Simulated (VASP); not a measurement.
# FeS2 (Pnnm) in VASP: a series of runs

FeS2 is run at these levels: HSE06, PBE; tasks: single point.

Everything below comes from runs of VASP 6.6.1. Logs are shortened: lines on timing, memory, paths and dates and some standing lists are left out, and cuts for length are marked.

### Step 1. The cell of the first run

Symmetry: Pnnm, No. 58, orthorhombic system. Conventional cell: a = 4.431 Å, b = 5.401 Å, c = 3.379 Å, α = 90.00°, β = 90.00°, γ = 90.00°. Within 2.9 Å of Fe (site symmetry 2/m) lie 6 S at 2.23 to 2.25 Å. Within 3.6 Å of S (site symmetry m) lie 12 S at 2.22 to 3.38 Å and 6 Fe at 2.23 to 3.60 Å.

### Step 2. Single point, HSE06

The input, POSCAR:

```
FeS2
1.0
    4.4308093685      0.0000000000      0.0000000000
    0.0000000000      5.4005596105      0.0000000000
    0.0000000000      0.0000000000      3.3792368070
Fe S
2 4
Direct
    0.5000000000      0.5000000000      0.5000000000
    0.0000000000      0.0000000000      0.0000000000
    0.2990463062      0.8778422774      0.5000000000
    0.7009536938      0.1221577226      0.5000000000
    0.2009536938      0.3778422774      0.0000000000
    0.7990463062      0.6221577226      0.0000000000
```

The input, INCAR.step1:

```
SYSTEM = FeS2
ALGO = Normal
EDIFF = 1E-5
ENCUT = 520
GGA = PE
GGA_COMPAT = .FALSE.
ISIF = 2
ISMEAR = 0
KPAR = 4
LASPH = .TRUE.
LCHARG = .FALSE.
LREAL = .FALSE.
LWAVE = .TRUE.
NBANDS = 29
NELM = 120
PREC = Accurate
SIGMA = 0.01
```

The input, INCAR.step2:

```
SYSTEM = FeS2
ALGO = Normal
EDIFF = 1E-6
ENCUT = 520
GGA = PE
GGA_COMPAT = .FALSE.
HFSCREEN = 0.2079
ISIF = 2
ISMEAR = 0
ISTART = 1
KPAR = 4
LASPH = .TRUE.
LCHARG = .FALSE.
LHFCALC = .TRUE.
LREAL = .FALSE.
LWAVE = .FALSE.
NBANDS = 29
NELM = 120
PREC = Accurate
PRECFOCK = Normal
SIGMA = 0.01
```

The input, KPOINTS:

```
k-points
0
G
  4 4 4
  0 0 0
```

Potentials or basis: VASP PAW PBE potentials, release 64 (Fe, S).

Launch:

```console
$ cat potpaw_PBE.64/Fe/POTCAR potpaw_PBE.64/S/POTCAR > POTCAR
$ cp INCAR.step1 INCAR
$ mpirun -np 4 vasp_std > vasp.out
$ cp INCAR.step2 INCAR
$ mpirun -np 4 vasp_std > vasp.out
```

OUTCAR:

```text
SYSTEM = FeS2
   EDIFF = 1E-6
   ENCUT = 520
   GGA = PE
   HFSCREEN = 0.2079
   ISIF = 2
   ISMEAR = 0
   ISTART = 1
   LASPH = .TRUE.
   LHFCALC = .TRUE.
   LREAL = .FALSE.
   NELM = 120
   PREC = Accurate
   PRECFOCK = Normal

 ion  position               nearest neighbor table
   1  0.500  0.500  0.500-   3 2.23   4 2.23   5 2.25   6 2.25   5 2.25   6 2.25
   2  0.000  0.000  0.000-   5 2.23   6 2.23   3 2.25   4 2.25   3 2.25   4 2.25
   3  0.299  0.878  0.500-   4 2.22   1 2.23   2 2.25   2 2.25
   4  0.701  0.122  0.500-   3 2.22   1 2.23   2 2.25   2 2.25
   5  0.201  0.378  0.000-   6 2.22   2 2.23   1 2.25   1 2.25
   6  0.799  0.622  0.000-   5 2.22   2 2.23   1 2.25   1 2.25

  LATTYP: Found a simple orthorhombic cell.
 ALAT       =     3.3792368070
 B/A-ratio  =     1.3111864073
 C/A-ratio  =     1.5981595606

  Lattice vectors:

 A1 = (   0.0000000000,   0.0000000000,   3.3792368070)
 A2 = (   4.4308093685,   0.0000000000,   0.0000000000)
 A3 = (   0.0000000000,   5.4005596105,   0.0000000000)

Analysis of symmetry for initial positions (statically):
=====================================================================
 Subroutine PRICEL returns:
 Original cell was already a primitive cell.

 Routine SETGRP: Setting up the symmetry group for a
 simple orthorhombic supercell.

 Subroutine GETGRP returns: Found  8 space group operations
 (whereof  4 operations were pure point group operations)
 out of a pool of  8 trial point group operations.

The static configuration has the point symmetry C_2h.
 The point group associated with its full space group is D_2h.

Analysis of symmetry for dynamics (positions and initial velocities):
=====================================================================
 Subroutine PRICEL returns:
 Original cell was already a primitive cell.

 Routine SETGRP: Setting up the symmetry group for a
 simple orthorhombic supercell.

 Subroutine GETGRP returns: Found  8 space group operations
 (whereof  4 operations were pure point group operations)
 out of a pool of  8 trial point group operations.

The dynamic configuration has the point symmetry C_2h.
 The point group associated with its full space group is D_2h.

 Subroutine INISYM returns: Found  8 space group operations
 (whereof  4 operations are pure point group operations),
 and found     1 'primitive' translations

----------------------------------------------------------------------------------------

                                     Primitive cell

  volume of cell :      80.8613

  direct lattice vectors                    reciprocal lattice vectors
     4.430809369  0.000000000  0.000000000     0.225692400  0.000000000  0.000000000
     0.000000000  5.400559611  0.000000000     0.000000000  0.185165996  0.000000000
     0.000000000  0.000000000  3.379236807     0.000000000  0.000000000  0.295924807

  length of vectors
     4.430809369  5.400559611  3.379236807     0.225692400  0.185165996  0.295924807

  position of ions in fractional coordinates (direct lattice)
     0.500000000  0.500000000  0.500000000
     0.000000000  0.000000000  0.000000000
     0.299046306  0.877842277  0.500000000
     0.700953694  0.122157723  0.500000000
     0.200953694  0.377842277  0.000000000
     0.799046306  0.622157723  0.000000000

  ion indices of the primitive-cell ions
   primitive index   ion index
                 1           1
                 2           2
                 3           3
                 4           4
                 5           5
                 6           6

----------------------------------------------------------------------------------------

 KPOINTS: k-points

Automatic generation of k-mesh.
 Grid dimensions read from file:
 generate k-points for:    4    4    4

 Generating k-lattice:

  Cartesian coordinates                     Fractional coordinates (reciprocal lattice)
     0.056423100  0.000000000  0.000000000     0.250000000  0.000000000  0.000000000
     0.000000000  0.046291499  0.000000000     0.000000000  0.250000000  0.000000000
     0.000000000  0.000000000  0.073981202     0.000000000  0.000000000  0.250000000

  Length of vectors
     0.056423100  0.046291499  0.073981202

  Shift w.r.t. Gamma in fractional coordinates (k-lattice)
     0.000000000  0.000000000  0.000000000

 Subroutine IBZKPT returns following result:
 ===========================================

 Found     27 irreducible k-points:

 Following reciprocal coordinates:
            Coordinates               Weight
  0.000000  0.000000  0.000000      1.000000
  0.250000  0.000000  0.000000      2.000000
  0.500000  0.000000  0.000000      1.000000
  0.000000  0.250000  0.000000      2.000000
  0.250000  0.250000  0.000000      4.000000
  0.500000  0.250000  0.000000      2.000000
[... 16 lines left out ...]
  0.250000  0.250000  0.500000      4.000000
  0.500000  0.250000  0.500000      2.000000
 [... further k-points ...]
   k-points           NKPTS =     27   k-points in BZ     NKDIM =     64   number of bands    NBANDS=     29
   number of dos      NEDOS =    301   number of ions     NIONS =      6
   total plane-waves  NPLWV =  40320
   dimension x,y,z NGX =    36 NGY =   40 NGZ =   28
   dimension x,y,z NGXF=    72 NGYF=   80 NGZF=   56
   ions per type =               2   4
   NGX,Y,Z   is equivalent  to a cutoff of  13.51, 12.31, 13.77 a.u.
   NGXF,Y,Z  is equivalent  to a cutoff of  27.01, 24.63, 27.55 a.u.
 SYSTEM =  FeS2
   PREC   = accura    normal or accurate (medium, high low for compatibility)
   ISTART =      1    job   : 0-new  1-cont  2-samecut
   ICHARG =      0    charge: 1-file 2-atom 10-const
   ISPIN  =      1    spin polarized calculation?
   LNONCOLLINEAR =      F non collinear calculations
   LSORBIT =      F    spin-orbit coupling
   LASPH  =      T    aspherical Exc in radial PAW
   ENCUT  =  520.0 eV  38.22 Ry    6.18 a.u.   8.24 10.04  6.28*2*pi/ulx,y,z
   NELM   =    120;   NELMIN=  2; NELMDL=  0     # of ELM steps
   EDIFF  = 0.1E-05   stopping-criterion for ELM
   LREAL  =      F    real-space projection
   EDIFFG = 0.1E-04   stopping-criterion for IOM
   NSW    =      0    number of steps for IOM
   IBRION =     -1    ionic relax: 0-MD 1-quasi-New 2-CG
   NFREE  =      0    steps in history (QN), initial steepest desc. (CG)
   ISIF   =      2    stress and relaxation
   ISYM   =      3    0-nonsym 1-usesym 2-fastsym
   POTIM  = 0.5000    time-step for ionic-motion
   TEBEG  =    0.0;   TEEND  =   0.0 temperature during run
   PSTRESS=    0.0 pullay stress
   NELECT =      40.0000    total number of electrons
   NUPDOWN=      -1.0000    fix difference up-down
   EMIN   =  10.00;   EMAX   =-10.00  energy-range for DOS
   EFERMI =   0.00;   METHOD = LEGACY
   ISMEAR =     0;   SIGMA  =   0.01  broadening in eV -4-tet -1-fermi 0-gaus
   EFERMI_NEDOS =   21; number of points for ismear=-14 and -15
   IALGO  =     38    algorithm
   IMIX   =      1    mixing-type and parameters
     AMIX     =   0.40;   BMIX     =  1.00
     AMIX_MAG =   1.60;   BMIX_MAG =  1.00
  volume/ion in A,a.u.               =      13.48        90.95
  Fermi-wavevector in a.u.,A,eV,Ry     =   1.294736  2.446697 22.808021  1.676342
  Thomas-Fermi vector in A             =   2.426300
   LORBIT       =      0    0 simple, 1 ext, 2 COOP (PROOUT), +10 PAW based schemes
   GGA     = PE    functional components
   LHFCALC =     T    Hartree Fock is set to
   PRECFOCK=normal    Normal, Fast or Accurate (Low or Medium for compatibility)
   ENCUT4O =  -1.0   cutoff for four orbital integrals eV
   NKREDX  =     1    reduce k-point grid by
   NKREDY  =     1    reduce k-point grid by
   NKREDZ  =     1    reduce k-point grid by
   AEXX    =    0.2500 exact exchange contribution
   HFSCREEN=    0.2079 screening length (either q_TF or 0.3 A-1)
   HFSCREENC=   0.2079 screening length for correlation (either q_TF or 0.3 A-1)
   ENCUTFOCK=  -1.0 apply spherical cutoff to Coloumb kernel
   IVDW    =     0    specifies the selected vdW correction
   LEPSILON=     F    determine dielectric tensor
   LRPA    =     F    only Hartree local field effects (RPA)
 non-spin polarized calculation
 Gauss-broadening in eV      SIGMA  =   0.01
  energy-cutoff  :      520.00
  volume of cell :       80.86
 maximum number of plane-waves:      2204
 NGX is ok and might be reduce to    36
  NGX = 28; NGY = 32; NGZ = 20

 number of electron      39.9999994 magnetization

 Free energy of the ion-electron system (eV)
  ---------------------------------------------------
  ext. energy  EPLUGINS =         0.00000000
  ---------------------------------------------------
  free energy    TOTEN  =       -46.36413774 eV

  energy without entropy =      -46.36413774  energy(sigma->0) =      -46.36413774

 E-fermi :   6.9251     XC(G=0):  -9.6397

 val. band max:        6.8832008527   @ k =   0.5000   0.0000   0.0000
 cond. band min:       9.2968374440   @ k =   0.0000   0.2500   0.0000
 fundamental gap:      2.4136365913
 Fermi energy:         6.9250881422

 k-point     1 :       0.0000    0.0000    0.0000
  band No.  band energies     occupation
      1     -11.1750      2.00000
      2      -8.6423      2.00000
      3      -6.3615      2.00000
      4      -5.5648      2.00000
      5      -1.0857      2.00000
      6       0.6384      2.00000
[... 21 lines left out ...]
     28      14.2139      0.00000
     29      16.0557      0.00000

 k-point     2 :       0.2500    0.0000    0.0000
  band No.  band energies     occupation
      1     -10.7657      2.00000
      2      -8.6909      2.00000
      3      -6.5770      2.00000
      4      -6.4480      2.00000
      5      -0.6124      2.00000
      6      -0.2814      2.00000
[... 21 lines left out ...]
     28      14.5038      0.00000
     29      14.8447      0.00000

 k-point     3 :       0.5000    0.0000    0.0000
  band No.  band energies     occupation
      1      -9.6579      2.00000
      2      -9.6579      2.00000
      3      -6.8066      2.00000
      4      -6.8066      2.00000
      5      -1.1293      2.00000
      6      -1.1293      2.00000
[... 638 lines left out ...]
      5      -1.0202      2.00000
      6      -0.4402      2.00000
[... 21 lines left out ...]
     28      15.5267      0.00000
     29      15.6824      0.00000

 k-point    24 :       0.5000    0.2500    0.5000
  band No.  band energies     occupation
      1      -8.8581      2.00000
      2      -8.8581      2.00000
      3      -6.4132      2.00000
      4      -6.4132      2.00000
      5      -0.3847      2.00000
      6      -0.3847      2.00000
[... 21 lines left out ...]
     28      15.5191      0.00000
     29      16.0039      0.00000

 [... further k-points ...]

------------------------ aborting loop because EDIFF is reached ----------------------------------------

  FORCE on cell =-STRESS in cart. coord.  units (eV):
  Direction    XX          YY          ZZ          XY          YZ          ZX
  --------------------------------------------------------------------------------------
  -------------------------------------------------------------------------------------
  Total       -1.5945833     -0.2199060      1.2425764      0.0000000      0.0000000      0.0000000
  in kB      -31.5949256     -4.3571972     24.6202934      0.0000000      0.0000000      0.0000000
  external PRESSURE =      -3.7772764 kB  Pullay stress =       0.0000000 kB

 VOLUME and BASIS-vectors are now :
 -----------------------------------------------------------------------------
  energy-cutoff  :      520.00
  volume of cell :       80.86
      direct lattice vectors                 reciprocal lattice vectors
     4.430809369  0.000000000  0.000000000     0.225692400  0.000000000  0.000000000
     0.000000000  5.400559611  0.000000000     0.000000000  0.185165996  0.000000000
     0.000000000  0.000000000  3.379236807     0.000000000  0.000000000  0.295924807

 POSITION                                       TOTAL-FORCE (eV/Angst)
 -----------------------------------------------------------------------------------
      2.21540      2.70028      1.68962         0.000000      0.000000      0.000000
      0.00000      0.00000      0.00000         0.000000      0.000000      0.000000
      1.32502      4.74084      1.68962         0.802619      0.551128      0.000000
      3.10579      0.65972      1.68962        -0.802619     -0.551128     -0.000000
      0.89039      2.04056      0.00000        -0.802619      0.551128      0.000000
      3.54042      3.36000      0.00000         0.802619     -0.551128      0.000000
 -----------------------------------------------------------------------------------
    total drift:                                0.000010      0.000001     -0.000010

  FREE ENERGIE OF THE ION-ELECTRON SYSTEM (eV)
  ---------------------------------------------------
  free  energy   TOTEN  =       -46.3641377449 eV

  energy  without entropy=      -46.3641377449  energy(sigma->0) =      -46.36413774
```

It took 39 min on 4 MPI ranks of Intel Xeon Platinum 8488C (Sapphire Rapids), shared host; peak memory 0.36 GiB.

What came out:

```
Free energy            : -46.3641 eV
Pressure               : -0.4 GPa
Largest force          : 0.974 eV/Å
Band gap on the k mesh : 2.41 eV (least direct gap 2.97 eV)
```

Forces in eV/Å, atoms in the order of the input:
```
Fe   0.000  0.000  0.000
Fe   0.000  0.000  0.000
S    0.803  0.551  0.000
S   -0.803 -0.551  0.000
S   -0.803  0.551  0.000
S    0.803 -0.551  0.000
```

Caveat: the k points lie up to 0.46 Å⁻¹ apart; the PAW data sets were made with another functional, which shifts forces and pressure a little.

### Step 3. Single point, HSE06 (epitaxial xy strain -1.4%)

The input, POSCAR:

```
FeS2
1.0
    4.3709934420      0.0000000000      0.0000000000
    0.0000000000      5.3276520558      0.0000000000
    0.0000000000      0.0000000000      3.4002265487
Fe S
2 4
Direct
    0.5000000000      0.5000000000      0.5000000000
    0.0000000000      0.0000000000      0.0000000000
    0.2978941071      0.8778557810      0.5000000000
    0.7021058929      0.1221442190      0.5000000000
    0.2021058929      0.3778557810      0.0000000000
    0.7978941071      0.6221442190      0.0000000000
```

The input, INCAR.step1:

```
SYSTEM = FeS2
ALGO = Normal ; EDIFF = 1E-5
ENCUT = 520 ; GGA = PE
GGA_COMPAT = .False. ; ISIF = 2
ISMEAR = 0 ; KPAR = 4
LASPH = .True. ; LCHARG = .False.
LREAL = .False. ; LWAVE = .True.
NBANDS = 29 ; NELM = 120
PREC = Accurate ; SIGMA = 0.01
```

The input, INCAR.step2:

```
SYSTEM = FeS2
ALGO = Normal ; EDIFF = 1E-6
ENCUT = 520 ; GGA = PE
GGA_COMPAT = .False. ; HFSCREEN = 0.2079
ISIF = 2 ; ISMEAR = 0
ISTART = 1 ; KPAR = 4
LASPH = .True. ; LCHARG = .False.
LHFCALC = .True. ; LREAL = .False.
LWAVE = .False. ; NBANDS = 29
NELM = 120 ; PREC = Accurate
PRECFOCK = Normal ; SIGMA = 0.01
```

The input, KPOINTS:

```
k-points
0
Gamma
  4 4 4
  0 0 0
```

Potentials or basis: VASP PAW PBE potentials, release 64 (Fe, S).

Launch:

```console
$ cat potpaw_PBE.64/Fe/POTCAR potpaw_PBE.64/S/POTCAR > POTCAR
$ cp INCAR.step1 INCAR
$ mpirun -np 4 vasp_std > vasp.out
$ cp INCAR.step2 INCAR
$ mpirun -np 4 vasp_std > vasp.out
```

OUTCAR:

```text
SYSTEM = FeS2
   EDIFF = 1E-6
   ENCUT = 520
   GGA = PE
   HFSCREEN = 0.2079
   ISIF = 2
   ISMEAR = 0
   ISTART = 1
   LASPH = .True.
   LHFCALC = .True.
   LREAL = .False.
   NELM = 120
   PREC = Accurate
   PRECFOCK = Normal

 ion  position               nearest neighbor table
   1  0.500  0.500  0.500-   3 2.20   4 2.20   5 2.24   6 2.24   5 2.24   6 2.24
   2  0.000  0.000  0.000-   5 2.20   6 2.20   3 2.24   4 2.24   3 2.24   4 2.24
[... 990 lines left out ...]
  --------------------------------------------------------------------------------------
  -------------------------------------------------------------------------------------
  Total        0.5721767      2.7781390      1.0906582      0.0000000      0.0000000      0.0000000
  in kB       11.5775549     56.2135085     22.0686316      0.0000000      0.0000000      0.0000000
  external PRESSURE =      29.9532317 kB  Pullay stress =       0.0000000 kB

 VOLUME and BASIS-vectors are now :
 -----------------------------------------------------------------------------
  energy-cutoff  :      520.00
  volume of cell :       79.18
      direct lattice vectors                 reciprocal lattice vectors
     4.370993442  0.000000000  0.000000000     0.228780943  0.000000000  0.000000000
     0.000000000  5.327652056  0.000000000     0.000000000  0.187699945  0.000000000
     0.000000000  0.000000000  3.400226549     0.000000000  0.000000000  0.294098051

 POSITION                                       TOTAL-FORCE (eV/Angst)
 -----------------------------------------------------------------------------------
      2.18550      2.66383      1.70011         0.000000      0.000000      0.000000
      0.00000      0.00000      0.00000         0.000000      0.000000      0.000000
      1.30209      4.67691      1.70011         0.759863      0.551205      0.000000
      3.06890      0.65074      1.70011        -0.759863     -0.551205      0.000000
      0.88340      2.01308      0.00000        -0.759863      0.551205      0.000000
      3.48759      3.31457      0.00000         0.759863     -0.551205      0.000000
 -----------------------------------------------------------------------------------
    total drift:                               -0.000000     -0.000000     -0.000000

  FREE ENERGIE OF THE ION-ELECTRON SYSTEM (eV)
  ---------------------------------------------------
  free  energy   TOTEN  =       -46.3451420372 eV

  energy  without entropy=      -46.3451420372  energy(sigma->0) =      -46.34514204
```

OUTCAR.step1:

```text
SYSTEM = FeS2
   EDIFF = 1E-5
   ENCUT = 520
   GGA = PE
   ISIF = 2
   ISMEAR = 0
[... 1009 lines left out ...]
      1.30209      4.67691      1.70011        -0.228164     -0.109390      0.000000
      3.06890      0.65074      1.70011         0.228164      0.109390      0.000000
      0.88340      2.01308      0.00000         0.228164     -0.109390      0.000000
      3.48759      3.31457      0.00000        -0.228164      0.109390      0.000000
 -----------------------------------------------------------------------------------
    total drift:                               -0.000000      0.000000      0.000000

  FREE ENERGIE OF THE ION-ELECTRON SYSTEM (eV)
  ---------------------------------------------------
  free  energy   TOTEN  =       -36.0538498183 eV

  energy  without entropy=      -36.0538498183  energy(sigma->0) =      -36.05384982
```

It took 51 min on 4 MPI ranks of Intel Xeon 6975P-C (Granite Rapids), shared host; peak memory 0.35 GiB.

Results:

```yaml
Free_energy: -46.3451 eV
Pressure: 3.0 GPa
Largest_force: 0.939 eV/Å
Band_gap_on_the_k_mesh: 2.47 eV (least direct gap 2.95 eV)
```

Forces on the atoms (eV/Å):
```
Fe   0.000  0.000  0.000
Fe   0.000  0.000  0.000
S    0.760  0.551  0.000
S   -0.760 -0.551  0.000
S   -0.760  0.551  0.000
S    0.760 -0.551  0.000
```

Caveat: the k points lie up to 0.46 Å⁻¹ apart; the cell differs from its parent crystal (epitaxial xy strain -1.4%); the PAW data sets were made with another functional, which shifts forces and pressure a little. Spin polarisation is off, so any magnetic state and its effect on volume and gap are missing.

[end of part 1 of 2]
